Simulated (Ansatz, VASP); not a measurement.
**One calculation of ZrMo2C2, two programs**

INCAR

```
SYSTEM = ZrMo2C2
  PREC = Accurate
  ENCUT = 600
  EDIFF = 1E-6
  ISMEAR = 0
  SIGMA = 0.1
  LREAL = .FALSE.
  LASPH = .TRUE.
  NELM = 100
  ALGO = Normal
  ISIF = 3
  LWAVE = .FALSE.
  LCHARG = .FALSE.
  GGA = PE
  IBRION = 2
  NSW = 100
  EDIFFG = -0.01
```

The input KPOINTS:

```
Automatic mesh
0
G
  10 10 8
  0 0 0
```

Contents of POSCAR:

```
ZrMo2C2
1.0
    3.6240971047      0.0000000000      0.0000000000
    0.0000000000      3.6240971047      0.0000000000
    0.0000000000      0.0000000000      4.6211730915
Zr Mo C
1 2 2
Direct
    0.0000000000      0.0000000000      0.0000000000
    0.5000000000      0.0000000000      0.5000000000
    0.0000000000      0.5000000000      0.5000000000
    0.5000000000      0.5000000000      0.8368787657
    0.5000000000      0.5000000000      0.1631212343
```

Input for Ansatz:

```yaml
crystal:
  lattice:
    - [3.6240971047, 0.0, 0.0]
    - [0.0, 3.6240971047, 0.0]
    - [0.0, 0.0, 4.6211730915]
  atoms:
    - { symbol: Zr, position: [0.0, 0.0, 0.0] }
    - { symbol: Mo, position: [0.5, 0.0, 0.5] }
    - { symbol: Mo, position: [0.0, 0.5, 0.5] }
    - { symbol: C, position: [0.5, 0.5, 0.8368787657] }
    - { symbol: C, position: [0.5, 0.5, 0.1631212343] }
basis:
  ecutwfc: 420
kpoints:
  mp_grid: { grid: [10, 10, 8] }
hamiltonian:
  xc: pbe
scf:
  occupations: { method: gaussian, width: 0.1 }
output:
  forces: true
  stress: true
  eigenvalues: true
relax:
  adjacent_minimum: "off"
  f_tol: 0.01
  max_steps: 80
  cell: { stress_tol: 0.05 }
```

Alike in both runs: task relaxation of cell and atoms; functional PBE; k mesh 10 × 10 × 8; occupations gaussian, width 0.1 eV; no spin polarisation.

```csv
,VASP,Ansatz
version,VASP 6.6.1,Ansatz 0.2.0
potentials or method,"VASP PAW PBE potentials, release 64 (Zr_sv, Mo_sv, C), cutoff 600 eV","scalar-relativistic, plane waves, PAW"
valence electrons in the cell,48,48
```

Ansatz gave:

- gap on the k mesh at the Fermi level, each at its own relaxed structure (eV): none
- relaxed volume (Å³/atom): 12.15
- relaxed length of the cell vector where the two differ most in proportion (Å): 3.629

Which values does VASP return?

gap on the k mesh at the Fermi level, each at its own relaxed structure (eV): none; relaxed volume (Å³/atom): 12.17; relaxed length of the cell vector where the two differ most in proportion (Å): 3.631.

A gap of «none» marks a metal or a gap that the smearing closes.
